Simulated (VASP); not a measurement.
Wanted: the native input for a VASP 6.6.1 run.

```
Task                   : relaxation of cell and atoms
Functional             : PBE
Potentials or basis    : VASP PAW PBE potentials, release 64 (Nb_sv, Si, N)
Cutoff                 : 600 eV
k mesh                 : 6 × 6 × 4
Occupations            : gaussian, width 0.1 eV
Spin                   : no spin polarisation
Dipole correction      : no
Further INCAR settings : ALGO = Normal; EDIFF = 1e-07; IBRION = 2; EDIFFG = -0.04; NSW = 90; ISIF = 3
```

The structure of Nb2SiN lies in POSCAR:

```
Nb2SiN
1.0
    3.1749839500      0.0000000000      0.0000000000
   -1.5874919700      2.7496167500      0.0000000000
    0.0000000000      0.0000000000      6.4350497200
Nb Si N
2 1 1
Direct
    0.0000000000      0.0000000000      0.8001391400
    0.0000000000      0.0000000000      0.1998608600
    0.0000000000      0.0000000000      0.5000000000
    0.0000000000      0.0000000000      0.0000000000
```

These files were run (other wordings do the same):

INCAR

```
SYSTEM = Nb2SiN
PREC = Accurate
ENCUT = 600
EDIFF = 1E-7
ISMEAR = 0
SIGMA = 0.1
LREAL = .FALSE.
LASPH = .TRUE.
NELM = 60
ALGO = Normal
ISIF = 3
LWAVE = .FALSE.
LCHARG = .FALSE.
GGA = PE
IBRION = 2
NSW = 90
EDIFFG = -0.04
```

KPOINTS

```
regular mesh
0
G
  6 6 4
  0 0 0
```

Potentials or basis: VASP PAW PBE potentials, release 64 (Nb_sv, Si, N).

Command:

```sh
$ cat potpaw_PBE.64/Nb_sv/POTCAR potpaw_PBE.64/Si/POTCAR potpaw_PBE.64/N/POTCAR > POTCAR
$ mpirun -np 1 vasp_std > vasp.out
```

Results of the run:

The relaxed volume is 17.22 Å³/atom and the relaxed cell is a = 2.956 Å, b = 2.956 Å, c = 9.105 Å, α = 90.00°, β = 90.00°, γ = 120.00°. The space group after relaxing (to 0.05 Å) is P6/mmm (No. 191) and the energy gained by relaxing is 8085.3 meV/atom. The ionic steps are 24. The pressure after relaxing is 0.0 GPa and the largest force after relaxing is 0.011 eV/Å.

Caveat: the k points lie up to 0.41 Å⁻¹ apart in the final cell; the volume moved by over 15 % at a fixed basis, so the end points are rough.

Run time: 19 min on 1 thread of Intel(R) Xeon(R) Platinum 8488C (Sapphire Rapids), on a shared host, peak memory 0.23 GiB.
